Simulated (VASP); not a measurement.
# Ta (Im-3m) in VASP: further runs

Runs on Ta. Level: r2SCAN+rVV10. Tasks: single point.

Everything below comes from runs of VASP 6.6.1. Logs are shortened: lines on timing, memory, paths and dates and some standing lists are left out, and cuts for length are marked.

## (1) The cell of the first run

The structure is cubic, space group Im-3m (No. 229). The conventional cell has a = 3.235 Å, b = 3.235 Å, c = 3.235 Å, α = 90.00°, β = 90.00°, γ = 90.00°. Within 3.7 Å of Ta (site symmetry m-3m) lie 14 Ta at 2.80 to 3.24 Å.

## (2) Single point, r2SCAN+rVV10

Contents of POSCAR:

```
Ta
1.0
   -1.6175709496      1.6175709496      1.6175709496
    1.6175709496     -1.6175709496      1.6175709496
    1.6175709496      1.6175709496     -1.6175709496
Ta
1
Direct
    0.0000000000      0.0000000000      0.0000000000
```

Contents of INCAR.step1:

```
SYSTEM = Ta
ALGO = Normal
EDIFF = 1E-4
ENCUT = 520
GGA = PE
ISMEAR = 1
LASPH = .True.
LCHARG = .False.
LREAL = .False.
LWAVE = .True.
NBANDS = 12
NELM = 80
PREC = Accurate
SIGMA = 0.05
```

Contents of INCAR.step2:

```
SYSTEM = Ta
ALGO = Normal
BPARAM = 11.95
CPARAM = 0.0093
EDIFF = 1E-7
ENCUT = 520
ISIF = 2
ISMEAR = 1
ISTART = 1
IVDW_NL = 2
LASPH = .True.
LCHARG = .False.
LMIXTAU = .True.
LREAL = .False.
LUSE_VDW = .True.
LWAVE = .False.
METAGGA = R2SCAN
NBANDS = 12
NELM = 80
PREC = Accurate
SIGMA = 0.05
```

Contents of KPOINTS:

```
k-points
0
Gamma
  11 11 11
  0 0 0
```

Potentials or basis: VASP PAW PBE potentials, release 64 (Ta_pv).

Started as:

```
cat potpaw_PBE.64/Ta_pv/POTCAR > POTCAR
cp INCAR.step1 INCAR
mpirun -np 1 vasp_std > vasp.out
cp INCAR.step2 INCAR
mpirun -np 1 vasp_std > vasp.out
```

OUTCAR:

```text
SYSTEM = Ta
   BPARAM = 11.95
   EDIFF = 1E-7
   ENCUT = 520
   ISIF = 2
   ISMEAR = 1
   ISTART = 1
   IVDW_NL = 2
   LASPH = .True.
   LREAL = .False.
   METAGGA = R2SCAN
   NELM = 80
   PREC = Accurate

 ion  position               nearest neighbor table
   1  0.000  0.000  0.000-

  LATTYP: Found a body centered cubic cell.
 ALAT       =     3.2351418992

  Lattice vectors:

 A1 = (  -1.6175709496,   1.6175709496,   1.6175709496)
 A2 = (   1.6175709496,  -1.6175709496,   1.6175709496)
 A3 = (   1.6175709496,   1.6175709496,  -1.6175709496)

Analysis of symmetry for initial positions (statically):
=====================================================================
 Subroutine PRICEL returns:
 Original cell was already a primitive cell.

 Routine SETGRP: Setting up the symmetry group for a
 body centered cubic supercell.

 Subroutine GETGRP returns: Found 48 space group operations
 (whereof 48 operations were pure point group operations)
 out of a pool of 48 trial point group operations.

The static configuration has the point symmetry O_h .

Analysis of symmetry for dynamics (positions and initial velocities):
=====================================================================
 Subroutine PRICEL returns:
 Original cell was already a primitive cell.

 Routine SETGRP: Setting up the symmetry group for a
 body centered cubic supercell.

 Subroutine GETGRP returns: Found 48 space group operations
 (whereof 48 operations were pure point group operations)
 out of a pool of 48 trial point group operations.

The dynamic configuration has the point symmetry O_h .

 Subroutine INISYM returns: Found 48 space group operations
 (whereof 48 operations are pure point group operations),
 and found     1 'primitive' translations

----------------------------------------------------------------------------------------

                                     Primitive cell

  volume of cell :      16.9297

  direct lattice vectors                    reciprocal lattice vectors
    -1.617570950  1.617570950  1.617570950     0.000000000  0.309105452  0.309105452
     1.617570950 -1.617570950  1.617570950     0.309105452  0.000000000  0.309105452
     1.617570950  1.617570950 -1.617570950     0.309105452  0.309105452  0.000000000

  length of vectors
     2.801715070  2.801715070  2.801715070     0.437141123  0.437141123  0.437141123

  position of ions in fractional coordinates (direct lattice)
     0.000000000  0.000000000  0.000000000

  ion indices of the primitive-cell ions
   primitive index   ion index
                 1           1

----------------------------------------------------------------------------------------

 KPOINTS: k-points

Automatic generation of k-mesh.
 Grid dimensions read from file:
 generate k-points for:   11   11   11

 Generating k-lattice:

  Cartesian coordinates                     Fractional coordinates (reciprocal lattice)
     0.000000000  0.028100496  0.028100496     0.090909091  0.000000000  0.000000000
     0.028100496  0.000000000  0.028100496     0.000000000  0.090909091  0.000000000
     0.028100496  0.028100496  0.000000000     0.000000000  0.000000000  0.090909091

  Length of vectors
     0.039740102  0.039740102  0.039740102

  Shift w.r.t. Gamma in fractional coordinates (k-lattice)
     0.000000000  0.000000000  0.000000000

 Subroutine IBZKPT returns following result:
 ===========================================

 Found     56 irreducible k-points:

 Following reciprocal coordinates:
            Coordinates               Weight
  0.000000  0.000000  0.000000      1.000000
  0.090909  0.000000  0.000000     12.000000
  0.181818  0.000000  0.000000     12.000000
  0.272727  0.000000  0.000000     12.000000
  0.363636  0.000000  0.000000     12.000000
  0.454545  0.000000  0.000000     12.000000
[... 16 lines left out ...]
  0.272727  0.181818  0.090909     48.000000
  0.363636  0.181818  0.090909     24.000000
 [... further k-points ...]
   k-points           NKPTS =     56   k-points in BZ     NKDIM =     56   number of bands    NBANDS=     12
   number of dos      NEDOS =    301   number of ions     NIONS =      1
   total plane-waves  NPLWV =  13824
   dimension x,y,z NGX =    24 NGY =   24 NGZ =   24
   dimension x,y,z NGXF=    48 NGYF=   48 NGZF=   48
   ions per type =               1
   NGX,Y,Z   is equivalent  to a cutoff of  14.24, 14.24, 14.24 a.u.
   NGXF,Y,Z  is equivalent  to a cutoff of  28.48, 28.48, 28.48 a.u.
 SYSTEM =  Ta
   PREC   = accura    normal or accurate (medium, high low for compatibility)
   ISTART =      1    job   : 0-new  1-cont  2-samecut
   ICHARG =      0    charge: 1-file 2-atom 10-const
   ISPIN  =      1    spin polarized calculation?
   LNONCOLLINEAR =      F non collinear calculations
   LSORBIT =      F    spin-orbit coupling
   LASPH  =      T    aspherical Exc in radial PAW
   ENCUT  =  520.0 eV  38.22 Ry    6.18 a.u.   5.21  5.21  5.21*2*pi/ulx,y,z
   NELM   =     80;   NELMIN=  2; NELMDL=  0     # of ELM steps
   EDIFF  = 0.1E-06   stopping-criterion for ELM
   LREAL  =      F    real-space projection
   EDIFFG = 0.1E-05   stopping-criterion for IOM
   NSW    =      0    number of steps for IOM
   IBRION =     -1    ionic relax: 0-MD 1-quasi-New 2-CG
   NFREE  =      0    steps in history (QN), initial steepest desc. (CG)
   ISIF   =      2    stress and relaxation
   ISYM   =      2    0-nonsym 1-usesym 2-fastsym
   POTIM  = 0.5000    time-step for ionic-motion
   TEBEG  =    0.0;   TEEND  =   0.0 temperature during run
   PSTRESS=    0.0 pullay stress
   NELECT =      11.0000    total number of electrons
   NUPDOWN=      -1.0000    fix difference up-down
   EMIN   =  10.00;   EMAX   =-10.00  energy-range for DOS
   EFERMI =   0.00;   METHOD = LEGACY
   ISMEAR =     1;   SIGMA  =   0.05  broadening in eV -4-tet -1-fermi 0-gaus
   EFERMI_NEDOS =   21; number of points for ismear=-14 and -15
   IALGO  =     38    algorithm
   IMIX   =      4    mixing-type and parameters
     AMIX     =   0.40;   BMIX     =  1.00
     AMIX_MAG =   1.60;   BMIX_MAG =  1.00
  volume/ion in A,a.u.               =      16.93       114.25
  Fermi-wavevector in a.u.,A,eV,Ry     =   1.417933  2.679505 27.354977  2.010534
  Thomas-Fermi vector in A             =   2.539111
   LORBIT       =      0    0 simple, 1 ext, 2 COOP (PROOUT), +10 PAW based schemes
   METAGGA = R2SCAN    functional components
   LHFCALC =     F    Hartree Fock is set to
   AEXX    =    0.0000 exact exchange contribution
   IVDW_NL    =     2    kernel type
   BPARAM     =11.9500
   IVDW    =     0    specifies the selected vdW correction
   LEPSILON=     F    determine dielectric tensor
   LRPA    =     F    only Hartree local field effects (RPA)
 non-spin polarized calculation
 Methfessel and Paxton  Order N= 1 SIGMA  =   0.05
  energy-cutoff  :      520.00
  volume of cell :       16.93
 maximum number of plane-waves:       470
 NGX is ok and might be reduce to    24
   NGX = 11   NGY = 11   NGZ = 11

 number of electron      10.9999998 magnetization

 Free energy of the ion-electron system (eV)
  ---------------------------------------------------
  ext. energy  EPLUGINS =         0.00000000
  ---------------------------------------------------
  free energy    TOTEN  =       -48.36910280 eV

  energy without entropy =      -48.36923993  energy(sigma->0) =      -48.36914851

 E-fermi :   5.7722     XC(G=0): -14.1525

 val. band max:        5.7441560665   @ k =   0.1818   0.0000   0.0000
 cond. band min:       5.8702024010   @ k =   0.3636   0.1818   0.0909
 fundamental gap:      0.1260463345
 Fermi energy:         5.7721709714

 k-point     1 :       0.0000    0.0000    0.0000
  band No.  band energies     occupation
      1     -28.1080      2.00000
      2     -28.1080      2.00000
      3     -28.1080      2.00000
      4      -2.7486      2.00000
      5       6.6697     -0.00000
      6       6.6697     -0.00000
      7       6.6697     -0.00000
      8      10.3811      0.00000
      9      10.3811      0.00000
     10      18.2632      0.00000
     11      21.8932      0.00000
     12      21.8932      0.00000

 k-point     2 :       0.0909    0.0000    0.0000
  band No.  band energies     occupation
      1     -28.2403      2.00000
      2     -28.1474      2.00000
      3     -28.1090      2.00000
      4      -2.3361      2.00000
      5       6.3979     -0.00000
      6       6.5708     -0.00000
      7       7.0752      0.00000
      8       9.9711      0.00000
      9      10.3791      0.00000
     10      18.2632      0.00000
     11      22.2577      0.00000
     12      22.6132      0.00000

 k-point     3 :       0.1818    0.0000    0.0000
  band No.  band energies     occupation
      1     -28.5833      2.00000
      2     -28.2519      2.00000
      3     -28.1117      2.00000
      4      -1.2322      2.00000
      5       5.7442      1.80280
      6       6.1195     -0.00000
      7       8.2563      0.00000
      8       9.5719      0.00000
      9      10.4336      0.00000
     10      18.2632      0.00000
     11      22.7792      0.00000
     12      24.5951      0.00000
[... 286 lines left out ...]
 k-point    23 :       0.2727    0.1818    0.0909
  band No.  band energies     occupation
      1     -29.3524      2.00000
      2     -28.6958      2.00000
      3     -28.3492      2.00000
      4       2.6989      2.00000
      5       4.0901      2.00000
      6       5.1621      2.00000
      7      10.7826      0.00000
      8      11.4345      0.00000
      9      16.0568      0.00000
     10      17.7839      0.00000
     11      18.2726      0.00000
     12      21.1544      0.00000

 k-point    24 :       0.3636    0.1818    0.0909
  band No.  band energies     occupation
      1     -29.3571      2.00000
      2     -28.7953      2.00000
      3     -28.3599      2.00000
      4       2.6906      2.00000
      5       4.0243      2.00000
      6       5.8702     -0.01812
      7      10.9001      0.00000
      8      11.5469      0.00000
      9      16.4248      0.00000
     10      17.0798      0.00000
     11      18.2661      0.00000
     12      20.4630      0.00000

 [... further k-points ...]
[... 5 lines left out ...]
  --------------------------------------------------------------------------------------
  -------------------------------------------------------------------------------------
  Total        1.3999795      1.3999795      1.3999795      0.0000000     -0.0000000      0.0000000
  in kB      132.4897446    132.4897446    132.4897446      0.0000000     -0.0000000      0.0000000
  external PRESSURE =     132.4897446 kB  Pullay stress =       0.0000000 kB

 VOLUME and BASIS-vectors are now :
 -----------------------------------------------------------------------------
  energy-cutoff  :      520.00
  volume of cell :       16.93
      direct lattice vectors                 reciprocal lattice vectors
    -1.617570950  1.617570950  1.617570950     0.000000000  0.309105452  0.309105452
     1.617570950 -1.617570950  1.617570950     0.309105452  0.000000000  0.309105452
     1.617570950  1.617570950 -1.617570950     0.309105452  0.309105452  0.000000000

 POSITION                                       TOTAL-FORCE (eV/Angst)
 -----------------------------------------------------------------------------------
      0.00000      0.00000      0.00000         0.000000      0.000000     -0.000000
 -----------------------------------------------------------------------------------
    total drift:                                0.000000      0.000000     -0.000000

  FREE ENERGIE OF THE ION-ELECTRON SYSTEM (eV)
  ---------------------------------------------------
  free  energy   TOTEN  =       -48.3691027993 eV

  energy  without entropy=      -48.3692399267  energy(sigma->0) =      -48.36914851
```

Run time: 43 s. Hardware: 1 thread of Intel Xeon Platinum 8488C (Sapphire Rapids), shared host; peak memory 0.22 GiB.

What came out:

* Free energy: -48.3691 eV
* Pressure: 13.2 GPa

Caveat: the PAW data sets were made with another functional, which shifts forces and pressure a little; spin-orbit coupling is left out, which moves the levels of the heavy elements.

## (3) Single point, r2SCAN+rVV10

This run uses another cell than the first one, of 17.29 Å³/atom, 1.021 times its volume.

Contents of POSCAR:

```
Ta
1.0
   -1.6289626696      1.6289626696      1.6289626696
    1.6289626696     -1.6289626696      1.6289626696
    1.6289626696      1.6289626696     -1.6289626696
Ta
1
Direct
    0.0000000000      0.0000000000      0.0000000000
```

Contents of INCAR.step1:

```
  PREC = Accurate
  ENCUT = 520
  ISMEAR = 1
  SIGMA = 0.05
  LREAL = F
  LASPH = T
  NELM = 60
  NBANDS = 12
  GGA = PE
  ALGO = Normal
  EDIFF = 1E-4
  LWAVE = T
  LCHARG = F
```

Contents of INCAR.step2:

```
  PREC = Accurate
  ENCUT = 520
  EDIFF = 1E-6
  ISMEAR = 1
  SIGMA = 0.05
  LREAL = F
  LASPH = T
  NELM = 60
  ALGO = Normal
  ISIF = 2
  LWAVE = F
  LCHARG = F
  METAGGA = R2SCAN
  LMIXTAU = T
  LUSE_VDW = T
  IVDW_NL = 2
  BPARAM = 11.95
  CPARAM = 0.0093
  NBANDS = 12
  ISTART = 1
```

Contents of KPOINTS:

```
Automatic mesh
0
Gamma
  11 11 11
```

Potentials or basis: VASP PAW PBE potentials, release 64 (Ta_pv).

Started as:

```
cat potpaw_PBE.64/Ta_pv/POTCAR > POTCAR
cp INCAR.step1 INCAR
mpirun -np 1 vasp_std > vasp.out
cp INCAR.step2 INCAR
mpirun -np 1 vasp_std > vasp.out
```

OUTCAR:

```text
PREC = Accurate
   ENCUT = 520
   EDIFF = 1E-6
   ISMEAR = 1
   LREAL = F
   LASPH = T
   NELM = 60
   ISIF = 2
   METAGGA = R2SCAN
   IVDW_NL = 2
   BPARAM = 11.95
   ISTART = 1

 ion  position               nearest neighbor table
   1  0.000  0.000  0.000-

  LATTYP: Found a body centered cubic cell.
 ALAT       =     3.2579253392

  Lattice vectors:

 A1 = (  -1.6289626696,   1.6289626696,   1.6289626696)
 A2 = (   1.6289626696,  -1.6289626696,   1.6289626696)
 A3 = (   1.6289626696,   1.6289626696,  -1.6289626696)

Analysis of symmetry for initial positions (statically):
=====================================================================
 Subroutine PRICEL returns:
 Original cell was already a primitive cell.

 Routine SETGRP: Setting up the symmetry group for a
 body centered cubic supercell.

 Subroutine GETGRP returns: Found 48 space group operations
 (whereof 48 operations were pure point group operations)
 out of a pool of 48 trial point group operations.

[... 162 lines left out ...]

 E-fermi :   5.6158     XC(G=0): -14.0270

 val. band max:        5.5985661676   @ k =   0.1818   0.0000   0.0000
 cond. band min:       5.6445438719   @ k =   0.3636   0.1818   0.0909
 fundamental gap:      0.0459777043
 Fermi energy:         5.6158241238

 k-point     1 :       0.0000    0.0000    0.0000
  band No.  band energies     occupation
      1     -28.3674      2.00000
      2     -28.3674      2.00000
      3     -28.3674      2.00000
      4      -2.8479      2.00000
      5       6.4980     -0.00000
      6       6.4980     -0.00000
      7       6.4980     -0.00000
      8      10.1347      0.00000
      9      10.1347      0.00000
     10      18.0003      0.00000
     11      21.6138      0.00000
     12      21.6138      0.00000
[... 331 lines left out ...]
 k-point    24 :       0.3636    0.1818    0.0909
  band No.  band energies     occupation
      1     -29.5350      2.00000
      2     -29.0097      2.00000
      3     -28.6017      2.00000
      4       2.5746      2.00000
      5       3.8991      2.00000
      6       5.6445      0.18361
      7      10.6233      0.00000
      8      11.2527      0.00000
      9      15.9628      0.00000
     10      16.6427      0.00000
     11      18.0037      0.00000
     12      20.0686      0.00000

 [... further k-points ...]
[... 5 lines left out ...]
  --------------------------------------------------------------------------------------
  -------------------------------------------------------------------------------------
  Total        0.8421073      0.8421073      0.8421073     -0.0000000     -0.0000000      0.0000000
  in kB       78.0341317     78.0341317     78.0341317     -0.0000000     -0.0000000      0.0000000
  external PRESSURE =      78.0341317 kB  Pullay stress =       0.0000000 kB

 VOLUME and BASIS-vectors are now :
 -----------------------------------------------------------------------------
  energy-cutoff  :      520.00
  volume of cell :       17.29
      direct lattice vectors                 reciprocal lattice vectors
    -1.628962670  1.628962670  1.628962670     0.000000000  0.306943805  0.306943805
     1.628962670 -1.628962670  1.628962670     0.306943805  0.000000000  0.306943805
     1.628962670  1.628962670 -1.628962670     0.306943805  0.306943805  0.000000000

 POSITION                                       TOTAL-FORCE (eV/Angst)
 -----------------------------------------------------------------------------------
      0.00000      0.00000      0.00000        -0.000000      0.000000     -0.000000
 -----------------------------------------------------------------------------------
    total drift:                                0.000000      0.000000      0.000000

  FREE ENERGIE OF THE ION-ELECTRON SYSTEM (eV)
  ---------------------------------------------------
  free  energy   TOTEN  =       -48.3925888186 eV

  energy  without entropy=      -48.3925354385  energy(sigma->0) =      -48.39257103
```

OSZICAR.step1:

```text
N       E                     dE             d eps       ncg     rms          rms(c)
DAV:   1     0.611089742733E+02    0.61109E+02   -0.61292E+03  1360   0.883E+02
DAV:   2    -0.112754338040E+02   -0.72384E+02   -0.70600E+02  1504   0.248E+02
DAV:   3    -0.122063162315E+02   -0.93088E+00   -0.92750E+00  1596   0.267E+01
DAV:   4    -0.122086644895E+02   -0.23483E-02   -0.23482E-02  1496   0.147E+00
DAV:   5    -0.122086713167E+02   -0.68271E-05   -0.68274E-05  1472   0.757E-02    0.145E+01
DAV:   6    -0.118864035896E+02    0.32227E+00   -0.25747E-01  1564   0.549E+00    0.727E+00
DAV:   7    -0.117849904143E+02    0.10141E+00   -0.23358E-01  1540   0.489E+00    0.399E-01
DAV:   8    -0.117838888585E+02    0.11016E-02   -0.45658E-03  1420   0.496E-01    0.753E-02
DAV:   9    -0.117839091986E+02   -0.20340E-04   -0.70247E-05  1124   0.960E-02
   1 F= -.11783909E+02 E0= -.11783962E+02  d E =0.159515E-03
```

It took 35 s on 1 thread of Intel Xeon Platinum 8488C (Sapphire Rapids), shared host; peak memory 0.22 GiB.

What came out:

```yaml
Free_energy: -48.3926 eV
Pressure: 7.8 GPa
```

Caveat: the PAW data sets were made with another functional, which shifts forces and pressure a little; spin-orbit coupling is left out, which moves the levels of the heavy elements.
